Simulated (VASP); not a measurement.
Al2O3: single point with LDA

Crystal: Al2O3.

```xyz
5
Lattice="2.9626 0.0000 0.0000 -1.4813 2.5657 0.0000 0.0000 0.0000 7.3537" Properties=species:S:1:pos:R:3 pbc="T T T"
Al    0.0000    0.0000    5.3357
Al    0.0000    0.0000    2.0180
O     0.0000    0.0000    3.6768
O     1.4813    0.8552    5.9181
O     0.0000    1.7105    1.4356
```

```yaml
Program: VASP 6.6.1
Task: single point
Functional: LDA
Potentials_or_basis: VASP PAW LDA potentials, release 64 (Al, O)
Cutoff: 520 eV
k_mesh: 10 × 10 × 4
Occupations: fermi-dirac, width 0.05 eV
Spin: no spin polarisation
```

```
Pressure               : 1.0 GPa
Largest force          : 0.137 eV/Å
Band gap on the k mesh : 2.49 eV, direct
```

Forces in eV/Å, atoms in the order of the input:
```
Al   0.000  0.000  0.137
Al   0.000  0.000 -0.137
O    0.000  0.000  0.000
O    0.000  0.000  0.039
O    0.000  0.000 -0.039
```

Stress tensor (GPa, compression positive):
```
0.72 0.00 0.00
0.00 0.72 0.00
0.00 0.00 1.60
```

Levels at points of the mesh, in eV from the valence-band top:
```tsv
k point	band 10	band 11	band 12	band 13	band 14	band 15
(0.00, 0.00, 0.00)	-2.39	0.00	0.00	2.49	4.61	7.49
(0.50, 0.00, 0.00)	-3.25	-1.93	-0.54	4.41	6.25	8.24
(0.00, 0.00, 0.50)	-3.34	0.00	0.00	3.44	3.66	8.25
(0.50, 0.00, 0.50)	-3.56	-1.83	-0.53	4.99	5.46	8.31
```

Wall time 27 s on 1 thread of Intel(R) Xeon(R) Platinum 8488C (Sapphire Rapids), with other jobs on the host, peak memory 0.17 GiB.

A k mesh can miss the band edges. A hybrid or GW would open this gap; LDA tends to underestimate it.
